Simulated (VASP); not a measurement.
Crystal: Sb.

```
Sb
1.0
     3.12240    0.00000    0.00000
     0.00000    4.34752    0.00000
    -0.03891    0.00000    4.40585
Sb
2
Direct
  0.98861 0.75000 0.75883
  0.01139 0.25000 0.24117
```

* Program: VASP 6.6.1
* Task: relaxation of cell and atoms
* Functional: LDA
* Potentials or basis: VASP PAW LDA potentials, release 64 (Sb)
* Cutoff: 600 eV
* k mesh: 14 × 10 × 10
* Occupations: gaussian, width 0.1 eV
* Spin: no spin polarisation

At the start: pressure -3.2 GPa; volume 29.90 Å³/atom.

Problem. Where does the relaxation end?

Solution. Over 30 steps the energy falls by 22.0 meV/atom and the volume is 28.21 Å³/atom (-5.7 %); space group Pm-3m (No. 221, to 0.05 Å).

The path:
```
step  energy change (eV)  largest force (eV/Å)  pressure (GPa)  volume (Å³)
   1              0.0000                0.0867           -3.21        59.81
   2             -0.0251                0.2154            2.19        54.76
   3             -0.0364                0.1712            0.06        56.47
   4             -0.0389                0.1377            0.06        56.43
   5             -0.0422                0.0494            0.13        56.30
   6             -0.0430                0.0232           -0.16        56.54
   7             -0.0432                0.0279           -0.07        56.46
   8             -0.0434                0.0231            0.04        56.36
   9             -0.0434                0.0219            0.12        56.30
  10             -0.0435                0.0220            0.08        56.33
  11             -0.0436                0.0260            0.00        56.41
  12             -0.0437                0.0247           -0.03        56.43
  13             -0.0437                0.0213           -0.10        56.50
  14             -0.0438                0.0197           -0.08        56.48
  15             -0.0439                0.0151           -0.01        56.41
  16             -0.0439                0.0066            0.15        56.28
  17             -0.0439                0.0100            0.09        56.33
  18             -0.0440                0.0068            0.04        56.37
  19             -0.0440                0.0047            0.01        56.40
  20             -0.0440                0.0038            0.01        56.41
  21             -0.0440                0.0014           -0.04        56.44
  22             -0.0440                0.0029           -0.02        56.43
  23             -0.0440                0.0031           -0.02        56.42
  24             -0.0440                0.0035           -0.02        56.42
  25             -0.0440                0.0025           -0.01        56.41
  26             -0.0440                0.0008            0.03        56.38
  27             -0.0440                0.0013            0.03        56.40
  28             -0.0440                0.0017            0.01        56.40
  29             -0.0440                0.0007            0.01        56.41
  30             -0.0440                0.0009            0.00        56.41
```

Final structure:
```cif
data_structure
_symmetry_space_group_name_H-M 'P 1'
_symmetry_Int_Tables_number 1
_cell_length_a 3.0473
_cell_length_b 4.3029
_cell_length_c 4.3024
_cell_angle_alpha 90.000
_cell_angle_beta 89.984
_cell_angle_gamma 90.000
_cell_volume 56.41
loop_
_atom_site_label
_atom_site_type_symbol
_atom_site_fract_x
_atom_site_fract_y
_atom_site_fract_z
_atom_site_occupancy
Sb1 Sb 0.00023 0.75000 0.75003 1
Sb2 Sb 0.99977 0.25000 0.24997 1
```
